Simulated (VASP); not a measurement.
# Be3H (P-3) in VASP: notebook, part 2 of 3

VASP 6.6.1. The steps go on from the part before.

### 3 Single point, PBE

This run uses another cell than the first one, of 7.19 Å³/atom, 0.951 times its volume.

Contents of INCAR:

```
PREC     = Accurate       # precision mode
ENCUT    = 520            # plane-wave cutoff, eV
EDIFF    = 1E-6           # SCF threshold, eV
ISMEAR   = 0              # smearing method
SIGMA    = 0.1            # smearing width, eV
LREAL    = False          # projectors in reciprocal space
LASPH    = True           # aspherical terms in the spheres
NELM     = 60             # most SCF steps
ALGO     = Normal         # electronic algorithm
ISIF     = 2              # what is computed and relaxed
LWAVE    = False          # write WAVECAR
LCHARG   = False          # write CHGCAR
GGA      = PE             # functional
NBANDS   = 17             # bands
```

Contents of KPOINTS:

```
Automatic mesh
0
Gamma
  6 6 6
```

Contents of POSCAR:

```
Be3H
1.0
    4.3040162515      0.0000000000      0.0000000000
   -2.1520081257      3.7273874121      0.0000000000
    0.0000000000      0.0000000000      3.5861576761
Be H
6 2
Direct
    0.0421390909      0.3353802435      0.2585069049
    0.6646197565      0.7067588474      0.2585069049
    0.2932411526      0.9578609091      0.2585069049
    0.7067588474      0.0421390909      0.7414930951
    0.3353802435      0.2932411526      0.7414930951
    0.9578609091      0.6646197565      0.7414930951
    0.3333333333      0.6666666667      0.0307717431
    0.6666666667      0.3333333333      0.9692282569
```

Potentials or basis: VASP PAW PBE potentials, release 64 (Be, H).

On the command line:

```bash
$ cat potpaw_PBE.64/Be/POTCAR potpaw_PBE.64/H/POTCAR > POTCAR
$ mpirun -np 1 vasp_std > vasp.out
```

OUTCAR:

```text
PREC = Accurate
   ENCUT = 520
   EDIFF = 1E-6
   ISMEAR = 0
   LREAL = False
   LASPH = True
   NELM = 60
   ISIF = 2
   GGA = PE

 ion  position               nearest neighbor table
   1  0.042  0.335  0.259-   7 1.58   5 2.20   4 2.20   5 2.30   4 2.30   3 2.33   2 2.33   3 2.36
                             2 2.36   6 2.38
   2  0.665  0.707  0.259-   7 1.58   4 2.20   6 2.20   4 2.30   6 2.30   3 2.33   1 2.33   1 2.36
                             3 2.36   5 2.38
   3  0.293  0.958  0.259-   7 1.58   5 2.20   6 2.20   5 2.30   6 2.30   2 2.33   1 2.33   1 2.36
                             2 2.36   4 2.38
   4  0.707  0.042  0.741-   8 1.58   2 2.20   1 2.20   2 2.30   1 2.30   5 2.33   6 2.33   6 2.36
                             5 2.36   3 2.38
   5  0.335  0.293  0.741-   8 1.58   3 2.20   1 2.20   3 2.30   1 2.30   4 2.33   6 2.33   6 2.36
                             4 2.36   2 2.38
   6  0.958  0.665  0.741-   8 1.58   2 2.20   3 2.20   2 2.30   3 2.30   4 2.33   5 2.33   4 2.36
                             5 2.36   1 2.38
   7  0.333  0.667  0.031-   3 1.58   1 1.58   2 1.58
   8  0.667  0.333  0.969-   4 1.58   6 1.58   5 1.58

  LATTYP: Found a hexagonal cell.
[... 199 lines left out ...]
 fundamental gap:      0.0467953106
 Fermi energy:         6.1968239462

 k-point     1 :       0.0000    0.0000    0.0000
  band No.  band energies     occupation
      1      -6.2291      2.00000
      2      -0.8323      2.00000
      3       0.5536      2.00000
      4       2.9176      2.00000
      5       3.7793      2.00000
      6       3.7793      2.00000
[... 457 lines left out ...]
      4       2.0004      2.00000
      5       3.3859      2.00000
      6       3.8357      2.00000
[... 9 lines left out ...]
     16      17.0812      0.00000
     17      18.1172      0.00000

 [... further k-points ...]
[... 5 lines left out ...]
  --------------------------------------------------------------------------------------
  -------------------------------------------------------------------------------------
  Total        0.0468434      0.0468434     -0.0106851      0.0000005     -0.0000000      0.0000000
  in kB        1.3045211      1.3045211     -0.2975641      0.0000129     -0.0000000      0.0000000
  external PRESSURE =       0.7704927 kB  Pullay stress =       0.0000000 kB

 VOLUME and BASIS-vectors are now :
 -----------------------------------------------------------------------------
  energy-cutoff  :      520.00
  volume of cell :       57.53
      direct lattice vectors                 reciprocal lattice vectors
     4.304016252  0.000000000  0.000000000     0.232341130  0.134142214  0.000000000
    -2.152008126  3.727387412  0.000000000     0.000000000  0.268284428  0.000000000
     0.000000000  0.000000000  3.586157676     0.000000000  0.000000000  0.278849981

 POSITION                                       TOTAL-FORCE (eV/Angst)
 -----------------------------------------------------------------------------------
     -0.54037      1.25009      0.92705         0.007471     -0.005311      0.037571
      1.33958      2.63436      0.92705         0.000864      0.009126      0.037571
     -0.79921      3.57032      0.92705        -0.008335     -0.003815      0.037571
      2.95122      0.15707      2.65911         0.008335      0.003815     -0.037571
      0.81242      1.09302      2.65911        -0.000864     -0.009126     -0.037571
      2.69238      2.47730      2.65911        -0.007471      0.005311     -0.037571
     -0.00000      2.48492      0.11035         0.000000      0.000000     -0.009569
      2.15201      1.24246      3.47581         0.000000      0.000000      0.009569
 -----------------------------------------------------------------------------------
    total drift:                                0.000000     -0.000000     -0.000000

  FREE ENERGIE OF THE ION-ELECTRON SYSTEM (eV)
  ---------------------------------------------------
  free  energy   TOTEN  =       -26.2366553026 eV

  energy  without entropy=      -26.2283394467  energy(sigma->0) =      -26.23249737
```

OSZICAR:

```text
N       E                     dE             d eps       ncg     rms          rms(c)
DAV:   1     0.400487069314E+01    0.40049E+01   -0.54403E+03  1496   0.696E+02
DAV:   2    -0.255449562648E+02   -0.29550E+02   -0.27392E+02  1991   0.123E+02
DAV:   3    -0.265819380919E+02   -0.10370E+01   -0.10069E+01  2054   0.183E+01
DAV:   4    -0.265885108255E+02   -0.65727E-02   -0.65630E-02  1892   0.161E+00
DAV:   5    -0.265885585173E+02   -0.47692E-04   -0.47680E-04  2039   0.118E-01    0.336E+00
DAV:   6    -0.263365532385E+02    0.25201E+00   -0.79925E-02  1843   0.161E+00    0.192E+00
DAV:   7    -0.262368415514E+02    0.99712E-01   -0.13569E-01  2027   0.200E+00    0.233E-01
DAV:   8    -0.262367866180E+02    0.54933E-04   -0.10249E-02  1776   0.594E-01    0.840E-02
DAV:   9    -0.262366477539E+02    0.13886E-03   -0.40590E-04  1936   0.124E-01    0.312E-02
DAV:  10    -0.262366538949E+02   -0.61411E-05   -0.37203E-05  1942   0.384E-02    0.754E-03
DAV:  11    -0.262366552639E+02   -0.13689E-05   -0.24902E-06  1752   0.914E-03    0.220E-03
DAV:  12    -0.262366553026E+02   -0.38781E-07   -0.25945E-07  1011   0.316E-03
   1 F= -.26236655E+02 E0= -.26232497E+02  d E =-.831586E-02
```

Run time: 52 s. Hardware: 1 thread of Oxide Virtual Turin-like, shared host; peak memory 0.15 GiB.

Results:

```
Free energy            : -26.2367 eV
Pressure               : 0.1 GPa
Largest force          : 0.039 eV/Å
Band gap on the k mesh : zero (band 7 reaches 7.80 eV, above the bottom of band 8 at 4.42 eV)
```

Forces on the atoms (eV/Å):
```
Be   0.007 -0.005  0.038
Be   0.001  0.009  0.038
Be  -0.008 -0.004  0.038
Be   0.008  0.004 -0.038
Be  -0.001 -0.009 -0.038
Be  -0.007  0.005 -0.038
H    0.000  0.000 -0.010
H    0.000  0.000  0.010
```

### 4 Relaxation of cell and atoms, PBE

This run uses another cell than the first one, of 8.81 Å³/atom, 1.166 times its volume.

Contents of INCAR:

```
SYSTEM = Be3H
PREC = Accurate
ENCUT = 600
EDIFF = 1E-6
ISMEAR = 0
SIGMA = 0.1
LREAL = .FALSE.
LASPH = .TRUE.
NELM = 60
ALGO = Normal
ISIF = 3
LWAVE = .FALSE.
LCHARG = .FALSE.
GGA = PE
IBRION = 2
NSW = 90
EDIFFG = -0.04
```

Contents of KPOINTS:

```
regular mesh
0
G
  6 6 4
  0 0 0
```

Contents of POSCAR:

```
Be3H
1.0
    4.4580536415      0.0000000000      0.0000000000
   -2.2290268207      3.8607877050      0.0000000000
    0.0000000000      0.0000000000      4.0950075856
Be H
6 2
Direct
    0.0353042579      0.2500000000      0.1583078415
    0.7500000000      0.7853042579      0.1583078415
    0.2146957421      0.9646957421      0.1583078415
    0.7853042579      0.0353042579      0.8416921585
    0.2500000000      0.2146957421      0.8416921585
    0.9646957421      0.7500000000      0.8416921585
    0.3333333333      0.6666666667      0.0475870802
    0.6666666667      0.3333333333      0.9524129198
```

On the command line:

```bash
$ cat potpaw_PBE.64/Be/POTCAR potpaw_PBE.64/H/POTCAR > POTCAR
$ mpirun -np 1 vasp_std > vasp.out
```

Wall time 7.6 min (1 thread of Oxide Virtual Turin-like, shared host); peak memory 0.18 GiB.

The run converged. Its results:

```yaml
Free_energy: -26.2018 eV
Relaxed_volume: 7.38 Å³/atom
Relaxed_cell: a = 4.367 Å, b = 4.367 Å, c = 3.575 Å, α = 90.00°, β = 90.00°, γ = 120.00°
Space_group_after_relaxing_to_0.05_Å: P-3 (No. 147)
Energy_gained_by_relaxing: 1190.2 meV/atom
Ionic_steps: 21
Pressure_after_relaxing: 0.4 GPa
Largest_force_after_relaxing: 0.039 eV/Å
Band_gap_on_the_k_mesh: zero (band 7 reaches 6.83 eV, above the bottom of band 8 at 4.19 eV)
```

Forces in eV/Å, atoms in the order of the input:
```
Be   0.015 -0.029 -0.003
Be   0.018  0.028 -0.003
Be  -0.033  0.002 -0.003
Be   0.033 -0.002  0.003
Be  -0.018 -0.028  0.003
Be  -0.015  0.029  0.003
H    0.000  0.000  0.039
H    0.000  0.000 -0.039
```

Stress tensor (GPa, compression positive):
```
0.60 0.00 0.00
0.00 0.60 0.00
0.00 0.00 0.10
```

Step by step:
| step | energy change (eV) | largest force (eV/Å) | pressure (GPa) | volume (Å³) |
| --- | --- | --- | --- | --- |
| 1 | 0.0000 | 8.8884 | 34.62 | 70.48 |
| 2 | -6.0557 | 0.5286 | -20.03 | 91.73 |
| 3 | -6.6861 | 0.8362 | -12.86 | 83.19 |
| 4 | -7.5817 | 0.9803 | -10.49 | 74.85 |
| 5 | -8.6670 | 1.3593 | 5.45 | 58.06 |
| 6 | -9.1851 | 0.8323 | 8.62 | 55.03 |
| 7 | -9.2377 | 0.6424 | 11.21 | 53.77 |
| 8 | -9.4629 | 0.2584 | 3.33 | 56.97 |
| 9 | -9.4822 | 0.1917 | 0.42 | 58.43 |
| 10 | -9.4823 | 0.1798 | 0.60 | 58.33 |
| 11 | -9.4923 | 0.1191 | -0.01 | 58.65 |
| 12 | -9.4984 | 0.1079 | -0.92 | 59.16 |
| 13 | -9.5055 | 0.0892 | -0.47 | 58.92 |
| 14 | -9.5105 | 0.0575 | 0.31 | 58.51 |
| 15 | -9.5106 | 0.0552 | 0.40 | 58.46 |
| 16 | -9.5136 | 0.0457 | 0.18 | 58.61 |
| 17 | -9.5153 | 0.0645 | -0.15 | 58.84 |
| 18 | -9.5168 | 0.0543 | 0.12 | 58.79 |
| 19 | -9.5171 | 0.0486 | 0.26 | 58.77 |
| 20 | -9.5183 | 0.0457 | 0.31 | 58.84 |
| 21 | -9.5215 | 0.0390 | 0.43 | 59.06 |

Final structure:
```
CELL_PARAMETERS angstrom
4.36731 0.00000 0.00000
-2.18365 3.78220 0.00000
0.00000 0.00000 3.57522
ATOMIC_POSITIONS crystal
Be 0.06767 0.33593 0.26063
Be 0.66407 0.73174 0.26063
Be 0.26826 0.93233 0.26063
Be 0.73174 0.06767 0.73937
Be 0.33593 0.26826 0.73937
Be 0.93233 0.66407 0.73937
H 0.33333 0.66667 0.03810
H 0.66667 0.33333 0.96190
```

Levels at points of the mesh, in eV from the Fermi level:
```
           k point  band 5  band 6  band 7  band 8  band 9  band 10
(0.00, 0.00, 0.00)   -2.22   -2.22   -1.42   -1.42    1.89     4.89
(0.50, 0.00, 0.00)   -1.79   -1.15    0.87    1.30    3.05     3.23
(0.00, 0.00, 0.50)   -1.55   -1.55   -1.32   -1.32   -0.14     1.77
(0.50, 0.00, 0.50)   -4.61   -3.35   -0.85   -0.53    4.62     5.34
```

Caveat: the k points lie up to 0.44 Å⁻¹ apart in the final cell; the volume moved by over 15 % at a fixed basis, so the end points are rough.

[end of part 2 of 3]
